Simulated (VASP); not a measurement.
Runs of VASP 6.6.1 on Tl. The structure is that of space group P6_3/mmc (No. 194), or close to it. The cells are those of the table. 

```csv
cell,k mesh,further INCAR settings,gap on the mesh (eV),pressure (GPa)
"a = 3.372, b = 3.372, c = 11.077 Å, angles 90.0, 90.0, 120.0°, 4 atoms",15 × 15 × 4,ALGO = Fast; EDIFF = 1e-07; NBANDS = 34,none,(b)
"a = 3.456, b = 3.456, c = 11.350 Å, angles 90.0, 90.0, 120.0°, 4 atoms",15 × 15 × 4,ALGO = Fast; EDIFF = 1e-07; NBANDS = 34,none,-0.1
"a = 2.944, b = 2.944, c = 9.652 Å, angles 90.0, 90.0, 120.0°, 4 atoms",18 × 18 × 6,ALGO = Fast; EDIFF = 1e-06; NBANDS = 34,none,(a)
"a = 3.386, b = 3.386, c = 11.118 Å, angles 90.0, 90.0, 120.0°, 4 atoms",15 × 15 × 4,ALGO = Fast; EDIFF = 1e-07; NBANDS = 34,none,2.3
"a = 3.194, b = 3.194, c = 10.483 Å, angles 90.0, 90.0, 120.0°, 4 atoms",15 × 15 × 4,ALGO = Fast; EDIFF = 1e-06; NBANDS = 34,none,15.0
```

Alike in all rows: task single point; level PBE+D3(BJ); potentials or basis VASP PAW PBE potentials, release 64 (Tl_d); no spin polarisation; cutoff (eV) 520; smearing gaussian 0.1 eV.

Fill in the values left out.

(a) 59.9; (b) 2.9.

Caveats: spin-orbit coupling is left out, which moves the levels of the heavy elements; the cell stands under pressure (at least some runs).

A k mesh can miss the band edges, and the runs leave out spin-orbit coupling on Tl.

A gap of «none» marks levels without a gap at the run's occupations.
